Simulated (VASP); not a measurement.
# Ge5H2 in VASP: further runs

Ge5H2 is run at these levels: LDA; tasks: single point.

Everything below comes from runs of VASP 6.6.1. Logs are shortened: lines on timing, memory, paths and dates and some standing lists are left out, and cuts for length are marked.

### 1 The cell of the first run

The cell holds a slab with vacuum, 28 atoms: a = 7.950 Å, b = 7.950 Å, c = 19.378 Å, α = 90.00°, β = 90.00°, γ = 90.00°.

### 2 Single point, LDA

INCAR

```
ALGO = Fast
DIPOL = 0.5 0.5 0.340
EDIFF = 1E-6
ENCUT = 520
IDIPOL = 3
ISIF = 2
ISMEAR = 0
LASPH = T
LCHARG = F
LDIPOL = T
LREAL = Auto
LWAVE = F
NBANDS = 164
NELM = 100
PREC = Accurate
SIGMA = 0.05
```

KPOINTS

```
k-points
0
Gamma
  3 3 1
```

POSCAR

```
Ge5H2
1.0
    7.9504584305      0.0000000000      0.0000000000
    0.0000000000      7.9504584305      0.0000000000
    0.0000000000      0.0000000000     19.3782629924
Ge H
20 8
Direct
    0.5000000000      0.5000000000      0.2531929680
    0.5000000000      0.0000000000      0.2531929680
    0.0000000000      0.5000000000      0.2531929680
    0.0000000000      0.0000000000      0.2531929680
    0.7500000000      0.5000000000      0.3257204060
    0.7500000000      0.0000000000      0.3257204060
    0.2500000000      0.5000000000      0.3257204060
    0.2500000000      0.0000000000      0.3257204060
    0.7425338721      0.7487353168      0.3991611607
    0.7425338721      0.2512646832      0.3991611607
    0.2529107702      0.7495103910      0.3950076411
    0.2529107702      0.2504896090      0.3950076411
   -0.0011697642      0.7357134570      0.4677581074
   -0.0011697642      0.2642865430      0.4677581074
    0.4945952668      0.7244051626      0.4736020144
    0.4945952668      0.2755948374      0.4736020144
    0.1032247038      0.0000000000      0.5062609423
    0.1134367757      0.5000000000      0.5296376506
    0.4037151245      0.0000000000      0.5067987331
    0.4284196831      0.5000000000      0.5591719789
    0.5090621173      0.6542935074      0.2055986752
    0.5090621173      0.3457064926      0.2055986752
    0.5090621173      0.1542935074      0.2055986752
    0.5090621173     -0.1542935074      0.2055986752
   -0.0090621173      0.3457064926      0.2055986752
   -0.0090621173      0.6542935074      0.2055986752
   -0.0090621173     -0.1542935074      0.2055986752
   -0.0090621173      0.1542935074      0.2055986752
```

Potentials or basis: VASP PAW LDA potentials, release 64 (Ge_d, H).

On the command line:

```sh
cat potpaw_LDA.64/Ge_d/POTCAR potpaw_LDA.64/H/POTCAR > POTCAR
mpirun -np 1 vasp_std > vasp.out
```

OUTCAR:

```text
EDIFF = 1E-6
   ENCUT = 520
   ISIF = 2
   ISMEAR = 0
   LASPH = T
   LREAL = Auto
   NELM = 100
   PREC = Accurate

 ion  position               nearest neighbor table
   1  0.500  0.500  0.253-  21 1.54  22 1.54   5 2.43   7 2.43
   2  0.500  0.000  0.253-  23 1.54  24 1.54   6 2.43   8 2.43
   3  0.000  0.500  0.253-  25 1.54  26 1.54   5 2.43   7 2.43
   4  0.000  0.000  0.253-  27 1.54  28 1.54   6 2.43   8 2.43
   5  0.750  0.500  0.326-   1 2.43   3 2.43   9 2.44  10 2.44
   6  0.750  0.000  0.326-   2 2.43   4 2.43   9 2.45  10 2.45
[... 8 lines left out ...]
  15  0.495  0.724  0.474-  19 2.40   9 2.45  11 2.46  20 2.49
  16  0.495  0.276  0.474-  19 2.40  10 2.45  12 2.46  20 2.49
  17  0.103  0.000  0.506-  13 2.38  14 2.38  19 2.39
  18  0.113  0.500  0.530-  13 2.40  14 2.40  20 2.57
  19  0.404  0.000  0.507-  17 2.39  16 2.40  15 2.40
  20  0.428  0.500  0.559-  15 2.49  16 2.49  18 2.57
  21  0.509  0.654  0.206-   1 1.54
  22  0.509  0.346  0.206-   1 1.54
  23  0.509  0.154  0.206-   2 1.54
  24  0.509  0.846  0.206-   2 1.54
  25  0.991  0.346  0.206-   3 1.54
  26  0.991  0.654  0.206-   3 1.54
  27  0.991  0.846  0.206-   4 1.54
  28  0.991  0.154  0.206-   4 1.54

  LATTYP: Found a simple tetragonal cell.
 ALAT       =     7.9504584305
 C/A-ratio  =     2.4373768081

  Lattice vectors:

 A1 = (   7.9504584305,   0.0000000000,   0.0000000000)
 A2 = (   0.0000000000,   7.9504584305,   0.0000000000)
 A3 = (   0.0000000000,   0.0000000000,  19.3782629924)

Analysis of symmetry for initial positions (statically):
=====================================================================
 Subroutine PRICEL returns:
 Original cell was already a primitive cell.

 Routine SETGRP: Setting up the symmetry group for a
 simple tetragonal supercell.

 Subroutine GETGRP returns: Found  2 space group operations
 (whereof  2 operations were pure point group operations)
 out of a pool of 16 trial point group operations.

The static configuration has the point symmetry C_1h.

Analysis of symmetry for dynamics (positions and initial velocities):
=====================================================================
 Subroutine PRICEL returns:
 Original cell was already a primitive cell.

 Routine SETGRP: Setting up the symmetry group for a
 simple tetragonal supercell.

 Subroutine GETGRP returns: Found  2 space group operations
 (whereof  2 operations were pure point group operations)
 out of a pool of 16 trial point group operations.

The dynamic configuration has the point symmetry C_1h.

 Subroutine INISYM returns: Found  2 space group operations
 (whereof  2 operations are pure point group operations),
 and found     1 'primitive' translations

----------------------------------------------------------------------------------------

                                     Primitive cell

  volume of cell :    1224.8959

  direct lattice vectors                    reciprocal lattice vectors
     7.950458431  0.000000000  0.000000000     0.125778911  0.000000000  0.000000000
     0.000000000  7.950458431  0.000000000     0.000000000  0.125778911  0.000000000
     0.000000000  0.000000000 19.378262992     0.000000000  0.000000000  0.051604212

  length of vectors
     7.950458431  7.950458431 19.378262992     0.125778911  0.125778911  0.051604212

  position of ions in fractional coordinates (direct lattice)
     0.500000000  0.500000000  0.253192968
     0.500000000  0.000000000  0.253192968
     0.000000000  0.500000000  0.253192968
     0.000000000  0.000000000  0.253192968
     0.750000000  0.500000000  0.325720406
     0.750000000  0.000000000  0.325720406
[... 20 lines left out ...]
     0.990937883  0.845706493  0.205598675
     0.990937883  0.154293507  0.205598675

  ion indices of the primitive-cell ions
   primitive index   ion index
                 1           1
                 2           2
                 3           3
                 4           4
                 5           5
                 6           6
[... 20 lines left out ...]
                27          27
                28          28

----------------------------------------------------------------------------------------

 KPOINTS: k-points

Automatic generation of k-mesh.
 Grid dimensions read from file:
 generate k-points for:    3    3    1

 Generating k-lattice:

  Cartesian coordinates                     Fractional coordinates (reciprocal lattice)
     0.041926304  0.000000000  0.000000000     0.333333333  0.000000000  0.000000000
     0.000000000  0.041926304  0.000000000     0.000000000  0.333333333  0.000000000
     0.000000000  0.000000000  0.051604212     0.000000000  0.000000000  1.000000000

  Length of vectors
     0.041926304  0.041926304  0.051604212

  Shift w.r.t. Gamma in fractional coordinates (k-lattice)
     0.000000000  0.000000000  0.000000000

 Subroutine IBZKPT returns following result:
 ===========================================

 Found      4 irreducible k-points:

 Following reciprocal coordinates:
            Coordinates               Weight
  0.000000  0.000000  0.000000      1.000000
  0.333333  0.000000  0.000000      2.000000
  0.000000  0.333333  0.000000      2.000000
  0.333333  0.333333  0.000000      4.000000
   k-points           NKPTS =      4   k-points in BZ     NKDIM =      4   number of bands    NBANDS=    164
   number of dos      NEDOS =    301   number of ions     NIONS =     28
   total plane-waves  NPLWV = 518400
   dimension x,y,z NGX =    60 NGY =   60 NGZ =  144
   dimension x,y,z NGXF=   120 NGYF=  120 NGZF=  288
   ions per type =              20   8
   NGX,Y,Z   is equivalent  to a cutoff of  12.55, 12.55, 12.35 a.u.
   NGXF,Y,Z  is equivalent  to a cutoff of  25.09, 25.09, 24.71 a.u.
 SYSTEM =  unknown system
   PREC   = accura    normal or accurate (medium, high low for compatibility)
   ISTART =      0    job   : 0-new  1-cont  2-samecut
   ICHARG =      2    charge: 1-file 2-atom 10-const
   ISPIN  =      1    spin polarized calculation?
   LNONCOLLINEAR =      F non collinear calculations
   LSORBIT =      F    spin-orbit coupling
   LASPH  =      T    aspherical Exc in radial PAW
   ENCUT  =  520.0 eV  38.22 Ry    6.18 a.u.  14.78 14.78 36.03*2*pi/ulx,y,z
   NELM   =    100;   NELMIN=  2; NELMDL= -5     # of ELM steps
   EDIFF  = 0.1E-05   stopping-criterion for ELM
   LREAL  =      T    real-space projection
   EDIFFG = 0.1E-04   stopping-criterion for IOM
   NSW    =      0    number of steps for IOM
[... 5 lines left out ...]
   TEBEG  =    0.0;   TEEND  =   0.0 temperature during run
   PSTRESS=    0.0 pullay stress
   NELECT =     288.0000    total number of electrons
   NUPDOWN=      -1.0000    fix difference up-down
   EMIN   =  10.00;   EMAX   =-10.00  energy-range for DOS
   EFERMI =   0.00;   METHOD = LEGACY
   ISMEAR =     0;   SIGMA  =   0.05  broadening in eV -4-tet -1-fermi 0-gaus
   EFERMI_NEDOS =   21; number of points for ismear=-14 and -15
   IALGO  =     68    algorithm
   IMIX   =      4    mixing-type and parameters
     AMIX     =   0.40;   BMIX     =  1.00
     AMIX_MAG =   1.60;   BMIX_MAG =  1.00
  volume/ion in A,a.u.               =      43.75       295.21
  Fermi-wavevector in a.u.,A,eV,Ry     =   1.010429  1.909435 13.891104  1.020967
  Thomas-Fermi vector in A             =   2.143418
   LORBIT       =      0    0 simple, 1 ext, 2 COOP (PROOUT), +10 PAW based schemes
   GGA     = CA    functional components
   LHFCALC =     F    Hartree Fock is set to
   AEXX    =    0.0000 exact exchange contribution
   IVDW    =     0    specifies the selected vdW correction
   LEPSILON=     F    determine dielectric tensor
   LRPA    =     F    only Hartree local field effects (RPA)
 non-spin polarized calculation
 RMM-DIIS sequential band-by-band and
 Gauss-broadening in eV      SIGMA  =   0.05
  energy-cutoff  :      520.00
  volume of cell :     1224.90
 maximum number of plane-waves:     33008
 NGX is ok and might be reduce to    60
   NGX = 29   NGY = 29   NGZ = 73

 dipolmoment           0.000000      0.000000     -0.011500 electrons x Angstroem

 number of electron     287.9999893 magnetization

 dipolmoment           0.000000      0.000000      0.044525 electrons x Angstroem

 Free energy of the ion-electron system (eV)
  ---------------------------------------------------
  ext. energy  EPLUGINS =         0.00000000
  ---------------------------------------------------
  free energy    TOTEN  =      -124.06764829 eV

  energy without entropy =     -124.05314179  energy(sigma->0) =     -124.06039504

 E-fermi :  -1.1289     XC(G=0):  -4.7439

 val. band max:       -1.1721288804   @ k =   0.3333   0.0000   0.0000
 cond. band min:      -1.1114862692   @ k =   0.3333   0.3333   0.0000
 fundamental gap:      0.0606426112
 Fermi energy:        -1.1289465046

 k-point     1 :       0.0000    0.0000    0.0000
  band No.  band energies     occupation
      1     -25.9903      2.00000
      2     -25.9809      2.00000
      3     -25.9712      2.00000
      4     -25.9665      2.00000
      5     -25.9643      2.00000
      6     -25.9498      2.00000
[... 148 lines left out ...]
    155       0.9765      0.00000
    156       1.2663      0.00000

 k-point     2 :       0.3333    0.0000    0.0000
  band No.  band energies     occupation
      1     -25.9917      2.00000
      2     -25.9823      2.00000
      3     -25.9700      2.00000
      4     -25.9669      2.00000
      5     -25.9657      2.00000
      6     -25.9525      2.00000
[... 148 lines left out ...]
    155       1.4710      0.00000
    156       1.5831      0.00000

 k-point     3 :       0.0000    0.3333    0.0000
  band No.  band energies     occupation
      1     -25.9917      2.00000
      2     -25.9837      2.00000
      3     -25.9721      2.00000
      4     -25.9681      2.00000
      5     -25.9631      2.00000
      6     -25.9505      2.00000
[... 148 lines left out ...]
    155       1.4685      0.00000
    156       1.6661      0.00000

 k-point     4 :       0.3333    0.3333    0.0000
  band No.  band energies     occupation
      1     -25.9930      2.00000
      2     -25.9846      2.00000
      3     -25.9716      2.00000
      4     -25.9690      2.00000
      5     -25.9648      2.00000
      6     -25.9522      2.00000
[... 148 lines left out ...]
    155       1.8519      0.00000
    156       1.8919      0.00000
 [bands above 156 left out]

------------------------ aborting loop because EDIFF is reached ----------------------------------------

 vacuum level on the upper side and lower side of the slab       (xc-potential included)        -0.130        -0.207

  FORCE on cell =-STRESS in cart. coord.  units (eV):
  Direction    XX          YY          ZZ          XY          YZ          ZX
  --------------------------------------------------------------------------------------
  -------------------------------------------------------------------------------------
  Total       -3.2993122     13.1350749      1.0207295      0.0000000      0.0000000      0.0192054
  in kB       -4.3155367     17.1808223      1.3351254      0.0000000      0.0000000      0.0251209
  external PRESSURE =       4.7334704 kB  Pullay stress =       0.0000000 kB

 VOLUME and BASIS-vectors are now :
 -----------------------------------------------------------------------------
  energy-cutoff  :      520.00
  volume of cell :     1224.90
      direct lattice vectors                 reciprocal lattice vectors
     7.950458431  0.000000000  0.000000000     0.125778911  0.000000000  0.000000000
     0.000000000  7.950458431  0.000000000     0.000000000  0.125778911  0.000000000
     0.000000000  0.000000000 19.378262992     0.000000000  0.000000000  0.051604212

 POSITION                                       TOTAL-FORCE (eV/Angst)
 -----------------------------------------------------------------------------------
      3.97523      3.97523      4.90644         0.002769      0.000000      0.227087
      3.97523      0.00000      4.90644        -0.012041      0.000000      0.181867
      0.00000      3.97523      4.90644        -0.013324      0.000000      0.249374
      0.00000      0.00000      4.90644        -0.000006      0.000000      0.247892
      5.96284      3.97523      6.31190        -0.044772      0.000000     -0.105983
      5.96284      0.00000      6.31190        -0.079054      0.000000      0.096986
[... 20 lines left out ...]
      7.87841      6.72375      3.98415         0.012143     -0.006386      0.026759
      7.87841      1.22670      3.98415         0.012143      0.006386      0.026759
 -----------------------------------------------------------------------------------
    total drift:                                0.000553     -0.000000     -0.018553

  FREE ENERGIE OF THE ION-ELECTRON SYSTEM (eV)
  ---------------------------------------------------
  free  energy   TOTEN  =      -124.0676482881 eV

  energy  without entropy=     -124.0531417942  energy(sigma->0) =     -124.06039504

 vacuum level on the upper side and lower side of the slab         3.357         3.274
```

It took 39 min on 1 thread of Oxide Virtual Turin-like, shared host; peak memory 0.98 GiB.

What came out:

```yaml
Free_energy: -124.0676 eV
Largest_force: 0.880 eV/Å
Band_gap_on_the_k_mesh: zero (bands 144 and 145 overlap by 0.18 eV)
```

Forces on the atoms (eV/Å):
```
Ge   0.003  0.000  0.227
Ge  -0.012  0.000  0.182
Ge  -0.013  0.000  0.249
Ge   0.000  0.000  0.248
Ge  -0.045  0.000 -0.106
Ge  -0.079  0.000  0.097
Ge   0.037  0.000 -0.879
Ge   0.095  0.000 -0.708
Ge  -0.004  0.003 -0.001
Ge  -0.004 -0.003 -0.001
Ge   0.001  0.007 -0.003
Ge   0.001 -0.007 -0.003
Ge  -0.008 -0.005  0.016
Ge  -0.008  0.005  0.016
Ge   0.002 -0.006 -0.005
Ge   0.002  0.006 -0.005
Ge  -0.013  0.000  0.331
Ge   0.008  0.000  0.276
Ge   0.013  0.000  0.042
Ge   0.009  0.000  0.025
H   -0.022 -0.001 -0.013
H   -0.022  0.001 -0.013
H    0.001  0.002 -0.003
H    0.001 -0.002 -0.003
H    0.017  0.006 -0.010
H    0.017 -0.006 -0.010
H    0.012 -0.006  0.027
H    0.012  0.006  0.027
```

### 3 Single point, LDA

INCAR

```
PREC = Accurate
ENCUT = 520
EDIFF = 1E-6
ISMEAR = 0
SIGMA = 0.05
LREAL = Auto
LASPH = True
NELM = 80
ALGO = Normal
ISIF = 2
LWAVE = False
LCHARG = False
LDIPOL = True
IDIPOL = 3
DIPOL = 0.5 0.5 0.341
GGA = CA
NBANDS = 164
KPAR = 2
NCORE = 2
```

KPOINTS

```
regular mesh
0
Gamma
  3 3 1
```

POSCAR

```
Ge5H2
1.0
    7.9504584305      0.0000000000      0.0000000000
    0.0000000000      7.9504584305      0.0000000000
    0.0000000000      0.0000000000     19.3782629924
Ge H
20 8
Direct
    0.5000000000      0.5000000000      0.2531929680
    0.5000000000      0.0000000000      0.2531929680
    0.0000000000      0.5000000000      0.2531929680
    0.0000000000      0.0000000000      0.2531929680
    0.7500000000      0.5000000000      0.3257204060
    0.7500000000      0.0000000000      0.3257204060
    0.2500000000      0.5000000000      0.3257204060
    0.2500000000      0.0000000000      0.3257204060
    0.7434826888      0.7488853010      0.3993461960
    0.7434826888      0.2511146990      0.3993461960
    0.2631163288      0.7478700816      0.3942236856
    0.2631163288      0.2521299184      0.3942236856
   -0.0004838926      0.7463831745      0.4706647991
   -0.0004838926      0.2536168255      0.4706647991
    0.4965661105      0.7488527592      0.4758995440
    0.4965661105      0.2511472408      0.4758995440
    0.1511702329      0.0000000000      0.4951144324
    0.1536713756      0.5000000000      0.5062609423
    0.4309153611      0.0000000000      0.5478070672
    0.4432756533      0.5000000000      0.5517051457
    0.5090621173      0.6542935074      0.2055986752
    0.5090621173      0.3457064926      0.2055986752
    0.5090621173      0.1542935074      0.2055986752
    0.5090621173     -0.1542935074      0.2055986752
   -0.0090621173      0.3457064926      0.2055986752
   -0.0090621173      0.6542935074      0.2055986752
   -0.0090621173     -0.1542935074      0.2055986752
   -0.0090621173      0.1542935074      0.2055986752
```

Potentials or basis: VASP PAW LDA potentials, release 64 (Ge_d, H).

On the command line:

```sh
cat potpaw_LDA.64/Ge_d/POTCAR potpaw_LDA.64/H/POTCAR > POTCAR
mpirun -np 4 vasp_std > vasp.out
```

Wall time 13 min (4 MPI ranks of Oxide Virtual Turin-like, shared host); peak memory 0.59 GiB.

It converged, with:

```
Free energy            : -124.2494 eV
Largest force          : 1.059 eV/Å
Band gap on the k mesh : 0.54 eV
```

Forces in eV/Å, atoms in the order of the input:
```
Ge   0.052  0.000  0.181
Ge   0.063  0.000  0.195
Ge  -0.100  0.000  0.232
Ge  -0.131  0.000  0.243
Ge  -0.003  0.000 -0.008
Ge   0.057  0.000  0.135
Ge  -0.024  0.000 -1.059
Ge  -0.003  0.000 -0.772
Ge   0.000  0.002  0.002
Ge   0.000 -0.002  0.002
Ge  -0.002  0.001  0.004
Ge  -0.002 -0.001  0.004
Ge  -0.016 -0.008  0.009
Ge  -0.016  0.008  0.009
Ge   0.006  0.002  0.001
Ge   0.006 -0.002  0.001
Ge   0.002  0.000  0.631
Ge   0.012  0.000  0.144
Ge   0.006  0.000  0.019
Ge   0.003  0.000  0.011
H   -0.025 -0.013 -0.014
H   -0.025  0.013 -0.014
H   -0.030 -0.001  0.000
H   -0.030  0.001  0.000
H    0.045  0.020  0.004
H    0.045 -0.020  0.004
H    0.056  0.010  0.017
H    0.056 -0.010  0.017
```

Levels at points of the mesh, in eV from the valence-band top:
```
           k point  band 140  band 141  band 142  band 143  band 144  band 145  band 146  band 147  band 148  band 149
(0.00, 0.00, 0.00)     -0.78     -0.72     -0.40     -0.39     -0.18      0.54      0.67      0.89      1.32      1.39
```

[end of part 1 of 2]

The gap in the log of VASP goes by the Fermi energy; the results here count the filled bands.